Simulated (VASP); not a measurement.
# GaN: single point with PBEsol

Crystal: GaN.

```
CELL_PARAMETERS angstrom
0.00000 2.24914 2.24914
2.24914 0.00000 2.24914
2.24914 2.24914 0.00000
ATOMIC_POSITIONS crystal
Ga 0.00000 0.00000 0.00000
N 0.25000 0.25000 0.25000
```

```yaml
Program: VASP 6.6.1
Task: single point
Functional: PBEsol
Potentials_or_basis: VASP PAW PBE potentials, release 64 (Ga_d, N)
Cutoff: 520 eV
k_mesh: 18 × 18 × 18
Occupations: fermi-dirac, width 0.1 eV
Spin: no spin polarisation
Dipole_correction: no
Further_INCAR_settings: ALGO = Normal; EDIFF = 1e-06; NBANDS = 16
```

The pressure is -0.2 GPa and the band gap on the k mesh is 1.72 eV.

Levels at points of the mesh, in eV from the valence-band top:
```tsv
k point	band 6	band 7	band 8	band 9	band 10	band 11	band 12	band 13
(0.00, 0.00, 0.00)	-13.08	0.00	0.00	0.00	1.72	10.24	10.24	10.24
(0.50, 0.00, 0.00)	-11.83	-7.15	-0.99	-0.99	4.60	8.66	10.29	10.29
(0.50, 0.50, 0.00)	-11.40	-6.20	-2.75	-2.75	3.23	6.60	11.62	13.94
```

Wall time 67 s on 1 thread of Intel Xeon 8259CL, on a shared host, peak memory 0.19 GiB.

Caveat: the PAW data sets were made with another functional, which shifts forces and pressure a little. A k mesh can miss the band edges.
